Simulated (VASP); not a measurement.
AlCo, 2 atoms in the cell. It takes space group Pm-3m (No. 221, cubic). Conventional cell: a = 2.780 Å, b = 2.780 Å, c = 2.780 Å, α = 90.00°, β = 90.00°, γ = 90.00°. Within 3.2 Å of Al (site symmetry m-3m) lie 8 Co at 2.41 Å and 6 Al at 2.78 Å. Co (site symmetry m-3m) has 8 Al at 2.41 Å and 6 Co at 2.78 Å within 3.2 Å. 

| Quantity | Value |
| --- | --- |
| Program | VASP 6.6.1 |
| Task | single point |
| Functional | PBEsol |
| Potentials or basis | VASP PAW PBE potentials, release 64 (Al, Co) |
| Cutoff | 520 eV |
| k mesh | 16 × 16 × 16 |
| Occupations | fermi-dirac, width 0.1 eV |
| Spin | no spin polarisation |
| Dipole correction | no |
| Further INCAR settings | ALGO = Normal; EDIFF = 1e-07; NBANDS = 13 |

Potentials or basis: VASP PAW PBE potentials, release 64 (Al, Co).

Command:

```console
$ cat potpaw_PBE.64/Al/POTCAR potpaw_PBE.64/Co/POTCAR > POTCAR
$ mpirun -np 1 vasp_std > vasp.out
```

Hardware: 1 thread of AMD EPYC 7R13 (shared host).

**Question.** Estimate the wall time of this run.

**Answer.** It took 79 s on 1 thread of AMD EPYC 7R13 (shared host), peak memory 0.15 GiB. Counts: scf iterations 13, k points 165.
